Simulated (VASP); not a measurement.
## Os: single point with PBEsol

The system is Os.

```
Os
1.0
     2.72868    0.00000    0.00000
    -1.36434    2.36311    0.00000
     0.00000    0.00000    4.30777
Os
2
Direct
  0.33333 0.66667 0.25000
  0.66667 0.33333 0.75000
```

```yaml
Program: VASP 6.6.1
Task: single point
Functional: PBEsol
Potentials_or_basis: VASP PAW PBE potentials, release 64 (Os)
Cutoff: 520 eV
k_mesh: 20 × 20 × 12
Occupations: methfessel-paxton, width 0.001 eV
Spin: no spin polarisation
Dipole_correction: no
Further_INCAR_settings: ALGO = Normal; EDIFF = 1e-06; NBANDS = 15
```

```json
{
  "Pressure": "0.5 GPa",
  "Band gap on the k mesh": "zero (band 8 reaches 11.54 eV, above the bottom of band 9 at 7.53 eV)"
}
```

Stress tensor (GPa, compression positive):
```
0.55 0.00 0.00
0.00 0.55 0.00
0.00 0.00 0.36
```

Levels at points of the mesh, in eV from the Fermi level:
| k point | band 5 | band 6 | band 7 | band 8 | band 9 | band 10 | band 11 | band 12 |
| --- | --- | --- | --- | --- | --- | --- | --- | --- |
| (0.00, 0.00, 0.00) | -2.88 | -2.29 | -2.29 | -1.63 | -1.63 | -0.03 | 1.67 | 1.67 |
| (0.50, 0.00, 0.00) | -3.00 | -2.64 | -1.95 | 2.02 | 2.59 | 2.73 | 4.42 | 5.71 |
| (0.00, 0.00, 0.50) | -3.34 | -3.34 | -3.34 | -3.34 | 0.87 | 0.87 | 0.87 | 0.87 |
| (0.50, 0.00, 0.50) | -1.27 | -1.27 | -0.22 | -0.22 | 2.36 | 2.36 | 3.29 | 3.29 |

Wall time 61 s on 1 thread of Intel(R) Xeon(R) Platinum 8124M CPU @ 3.00GHz (Skylake/Cascade Lake) (shared host), peak memory 0.23 GiB.

Caveat: the PAW data sets were made with another functional, which shifts forces and pressure a little; spin-orbit coupling is left out, which moves the levels of the heavy elements.
